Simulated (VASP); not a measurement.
Here is a VASP 6.6.1 calculation.

File INCAR:

```
ALGO     = Normal         # electronic algorithm
EDIFF    = 1E-6           # SCF threshold, eV
ENCUT    = 500            # plane-wave cutoff, eV
GGA      = CA             # functional
GGA_COMPAT= F            
ISIF     = 2              # what is computed and relaxed
ISMEAR   = 0              # smearing method
LASPH    = T              # aspherical terms in the spheres
LCHARG   = F              # write CHGCAR
LREAL    = F              # projectors in reciprocal space
LWAVE    = F              # write WAVECAR
NBANDS   = 16             # bands
NELM     = 120            # most SCF steps
PREC     = Accurate       # precision mode
SIGMA    = 0.01           # smearing width, eV
```

The input KPOINTS:

```
k-points
0
Gamma
  4 4 4
```

The input POSCAR:

```
CdSe
1.0
    0.0000000000      3.0677809642      3.0677809642
    3.0677809642      0.0000000000      3.0677809642
    3.0677809642      3.0677809642      0.0000000000
Cd Se
1 1
Direct
    0.0000000000      0.0000000000      0.0000000000
    0.2500000000      0.2500000000      0.2500000000
```

Potentials or basis: VASP PAW LDA potentials, release 64 (Cd, Se).

Launch:

```console
$ cat potpaw_LDA.64/Cd/POTCAR potpaw_LDA.64/Se/POTCAR > POTCAR
$ mpirun -np 1 vasp_std > vasp.out
```

Question: What does it give for the pressure?

Answer: -2.6 GPa.

Question: Estimate the band gap on the k mesh.

Answer: 0.29 eV, direct.

Caveat: the k points lie up to 0.44 Å⁻¹ apart.
